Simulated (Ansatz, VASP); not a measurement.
## Al3Cu2: VASP beside Ansatz

File INCAR:

```
SYSTEM = Al3Cu2
ALGO     = Fast           ! electronic algorithm
EDIFF    = 1E-7           ! SCF threshold, eV
ENCUT    = 520            ! plane-wave cutoff, eV
ISIF     = 2              ! what is computed and relaxed
ISMEAR   = 0              ! smearing method
LASPH    = .TRUE.         ! aspherical terms in the spheres
LCHARG   = .FALSE.        ! write CHGCAR
LREAL    = .FALSE.        ! projectors in reciprocal space
LWAVE    = .FALSE.        ! write WAVECAR
NBANDS   = 24             ! bands
NELM     = 80             ! most SCF steps
PREC     = Accurate       ! precision mode
SIGMA    = 0.15           ! smearing width, eV
```

The input KPOINTS:

```
k-points
0
G
  12 12 8
  0 0 0
```

POSCAR

```
Al3Cu2
1.0
    3.9137657003      0.0000000000      0.0000000000
   -1.9568828501      3.3894205209      0.0000000000
    0.0000000000      0.0000000000      5.2767563181
Al Cu
3 2
Direct
    0.0000000000      0.0000000000      0.0000000000
    0.3516879684      0.6666666667      0.3508928116
    0.6483120316      0.3333333333      0.6491071884
    0.3028578248      0.6666666667      0.8415870660
    0.6971421752      0.3333333333      0.1584129340
```

Input for Ansatz:

```yaml
crystal:
  lattice:
    - [3.9137657003, 0.0, 0.0]
    - [-1.9568828501, 3.3894205209, 0.0]
    - [0.0, 0.0, 5.2767563181]
  atoms:
    - { symbol: Al, position: [0.0, 0.0, 0.0] }
    - { symbol: Al, position: [0.3516879684, 0.6666666667, 0.3508928116] }
    - { symbol: Al, position: [0.6483120316, 0.3333333333, 0.6491071884] }
    - { symbol: Cu, position: [0.3028578248, 0.6666666667, 0.841587066] }
    - { symbol: Cu, position: [0.6971421752, 0.3333333333, 0.158412934] }
basis:
  ecutwfc: 520.0
kpoints:
  mp_grid: { grid: [12, 12, 8] }
hamiltonian:
  xc: lda
  pseudopotentials: { kind: paw, azcp: { folder: soft_1 } }
scf:
  occupations: { method: gaussian, width: 0.15 }
output:
  forces: true
  stress: true
  eigenvalues: true
```

Change from the starting cell: mode 4 frozen in at -0.124 Å, strain +e along z and -e/2 along x and y +0.0700.

Alike in both runs: task single point; functional LDA; k mesh 12 × 12 × 8; occupations gaussian, width 0.15 eV; no spin polarisation.

|  | VASP | Ansatz |
| --- | --- | --- |
| version | VASP 6.6.1 | Ansatz 0.2.0 |
| potentials or method | VASP PAW LDA potentials, release 64 (Al, Cu), cutoff 520 eV | scalar-relativistic, plane waves, PAW |
| valence electrons in the cell | 31 | 47 |

Ansatz gave:

```
gap on the k mesh at the Fermi level (eV)                     : none
pressure (GPa)                                                : 2.9
traceless stress, the component that is largest in VASP (GPa) : -10.98
rms of the force components (eV/Å)                            : 0.293
```

Q: What did VASP give for the same quantities?

A: gap on the k mesh at the Fermi level (eV): none; pressure (GPa): 3.2; traceless stress, the component that is largest in VASP (GPa): -10.99; rms of the force components (eV/Å): 0.296.

Ansatz warns that its potentials were made for another functional, while VASP's fit it. LDA's correlation is that of Perdew and Zunger in VASP and of Perdew and Wang (1992) in Ansatz. Atom by atom the forces differ by 0.006 eV/Å (rms over components). A gap of «none» marks a metal or a gap that the smearing closes. VASP's potentials hold 31 valence electrons a cell and Ansatz's 47, so a difference there can come from the potentials and not from the codes.
